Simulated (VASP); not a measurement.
Set up this calculation in VASP 6.6.1, as the native input.

```yaml
Task: single point
Functional: PBEsol
Potentials_or_basis: VASP PAW PBE potentials, release 64 (Mo_sv, S)
Cutoff: 520 eV
k_mesh: 7 × 7 × 7
Occupations: gaussian, width 0.05 eV
Spin: collinear spin
Starting_moments: "[2.2, 2.2, 0.0, 0.0, 0.0, 0.0] μB"
Fixed_moment: 4.4 μB
Dipole_correction: no
Further_INCAR_settings: ALGO = Normal; EDIFF = 1e-06; NBANDS = 39
```

The structure of MoS2 lies in POSCAR:

```
MoS2
1.0
    1.5855002900     -0.9153890200     12.2299965000
   -1.5855002900     -0.9153890200     12.2299965000
    0.0000000000     -3.6615560800     12.2299965000
Mo S
2 4
Direct
    0.0000000000      0.0000000000      0.0000000000
    0.0000000000      0.0000000000      0.5000000000
    0.7500000000      0.7500000000      0.6250000000
    0.2500000000      0.2500000000      0.8750000000
    0.7500000000      0.7500000000      0.1250000000
    0.2500000000      0.2500000000      0.3750000000
```

One way to write it, as run:

INCAR

```
PREC = Accurate
ENCUT = 520
EDIFF = 1E-6
ISMEAR = 0
SIGMA = 0.05
LREAL = False
LASPH = True
NELM = 150
ALGO = Normal
ISIF = 2
LWAVE = False
LCHARG = True
ISPIN = 2
MAGMOM = 2.2 2.2 0 0 0 0
LORBIT = 11
NUPDOWN = 4.4
LMAXMIX = 4
GGA = PS
LELF = True
LVHAR = True
NBANDS = 39
```

KPOINTS

```
regular mesh
0
Gamma
  7 7 7
```

Potentials or basis: VASP PAW PBE potentials, release 64 (Mo_sv, S).

Launch:

```console
$ cat potpaw_PBE.64/Mo_sv/POTCAR potpaw_PBE.64/S/POTCAR > POTCAR
$ mpirun -np 1 vasp_std > vasp.out
```

It gave:

```
Pressure                                              : 10.3 GPa
Largest force                                         : 1.054 eV/Å
Net moment                                            : 4.40 μB per cell
Site moments                                          : Mo +1.28; S +0.23 μB
Valence electrons inside the program's atomic spheres : Mo 12.51; S 3.70
```

Caveat: the cell stands under pressure; the PAW data sets were made with another functional, which shifts forces and pressure a little; the total moment is fixed, so each spin has its own Fermi level and the state may be an excited one.

It took 88 min on 1 thread of Intel(R) Xeon(R) Platinum 8559C (Emerald Rapids), with other jobs on the host, peak memory 2.2 GiB.
